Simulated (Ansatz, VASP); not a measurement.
Given: the input of a run of Ansatz 0.2.0 on WC.

The input input:

```
crystal:
  lattice:
    - [0.0, 2.3021091, 2.3021091]
    - [2.3021091, 0.0, 2.3021091]
    - [2.3021091, 2.3021091, 0.0]
  atoms:
    - { symbol: W, position: [0.0, 0.0, 0.0] }
    - { symbol: C, position: [0.75, 0.75, 0.75] }
hamiltonian:
  xc: b3lyp
  pseudopotentials: { kind: paw }
kpoints:
  mp_grid: { grid: [5, 5, 5] }
scf:
  occupations: { method: fermi_dirac, width: 0.05 }
output:
  forces: true
  stress: true
  eigenvalues: true
```

Problem. Set up the same calculation for VASP 6.6.1. Potentials there: VASP PAW PBE potentials, release 64 (W_sv, C).

Solution. As run (the cutoff follows the program's own potentials):

POSCAR

```
WC
1.0
    0.0000000000      2.3021091000      2.3021091000
    2.3021091000      0.0000000000      2.3021091000
    2.3021091000      2.3021091000      0.0000000000
W C
1 1
Direct
    0.0000000000      0.0000000000      0.0000000000
    0.7500000000      0.7500000000      0.7500000000
```

The input INCAR.step1:

```
SYSTEM = WC
  PREC = Accurate
  ENCUT = 520
  EDIFF = 1E-5
  ISMEAR = -1
  SIGMA = 0.05
  LREAL = .False.
  LASPH = .True.
  NELM = 100
  ALGO = Normal
  ISIF = 2
  LWAVE = .True.
  LCHARG = .False.
  GGA = PE
  NBANDS = 16
```

File INCAR.step2:

```
SYSTEM = WC
  PREC = Accurate
  ENCUT = 520
  EDIFF = 1E-7
  ISMEAR = -1
  SIGMA = 0.05
  LREAL = .False.
  LASPH = .True.
  NELM = 100
  ALGO = Normal
  ISIF = 2
  LWAVE = .False.
  LCHARG = .False.
  GGA = B3
  LHFCALC = .True.
  AEXX = 0.2
  AGGAX = 0.72
  AGGAC = 0.81
  ALDAC = 0.19
  PRECFOCK = Normal
  ISTART = 1
  NBANDS = 16
```

The input KPOINTS:

```
Automatic mesh
0
Gamma
  5 5 5
  0 0 0
```

Potentials or basis: VASP PAW PBE potentials, release 64 (W_sv, C).

Command:

```bash
$ cat potpaw_PBE.64/W_sv/POTCAR potpaw_PBE.64/C/POTCAR > POTCAR
$ cp INCAR.step1 INCAR
$ mpirun -np 1 vasp_std > vasp.out
$ cp INCAR.step2 INCAR
$ mpirun -np 1 vasp_std > vasp.out
```

Both were run:

|  | VASP | Ansatz | Ansatz less VASP |
| --- | --- | --- | --- |
| gap on the k mesh at the Fermi level (eV) | none | none | - |
| pressure (GPa) | 21.9 | 20.6 | -1.31 |

VASP's potentials were made for PBE, not for B3LYP. A gap of «none» marks a metal or a gap that the smearing closes.

The k mesh is coarse, so the values compare programs but aren't converged. Spin-orbit coupling is off throughout.
